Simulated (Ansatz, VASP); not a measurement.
Two plane-wave programs on Hf2As3

```
Hf As
1.0
     7.36701    0.00000    0.00000
     0.00000    7.36701    0.00000
     0.00000    0.00000    3.57980
Hf As
4 6
Direct
  0.34127 0.84127 0.00000
  0.15873 0.34127 0.00000
  0.65873 0.15873 0.00000
  0.84127 0.65873 0.00000
  0.00000 0.00000 0.00000
  0.50000 0.50000 0.00000
  0.13926 0.63926 0.50000
  0.36074 0.13926 0.50000
  0.86074 0.36074 0.50000
  0.63926 0.86074 0.50000
```

Alike in both runs: functional PBE; k mesh 2 × 2 × 4; occupations gaussian, width 0.1 eV; no spin polarisation.

Ansatz relaxed the structure, and its values are those at the end. VASP's run is a single point on that final structure, the one shown.

|  | VASP | Ansatz |
| --- | --- | --- |
| version | VASP 6.6.1 | Ansatz 0.2.0 |
| potentials or method | VASP PAW PBE potentials, release 64 (Hf_pv, As), cutoff 520 eV | scalar-relativistic, plane waves, PAW |
| valence electrons in the cell | 70 | 194 |

VASP gave:

| Quantity | Value |
| --- | --- |
| gap on the k mesh at the Fermi level (eV) | none |
| pressure (GPa) | -0.3 |

**Question.** Estimate Ansatz's values.

**Answer.** gap on the k mesh at the Fermi level (eV): none; pressure (GPa): 0.0.

A gap of «none» marks a metal or a gap that the smearing closes. With one functional, cell and mesh, what is left measures potentials, basis and numerics. VASP's potentials hold 70 valence electrons a cell and Ansatz's 194, so a difference there can come from the potentials and not from the codes.

The k mesh is coarse, so the values compare programs but aren't converged. Neither program's run includes spin-orbit coupling.
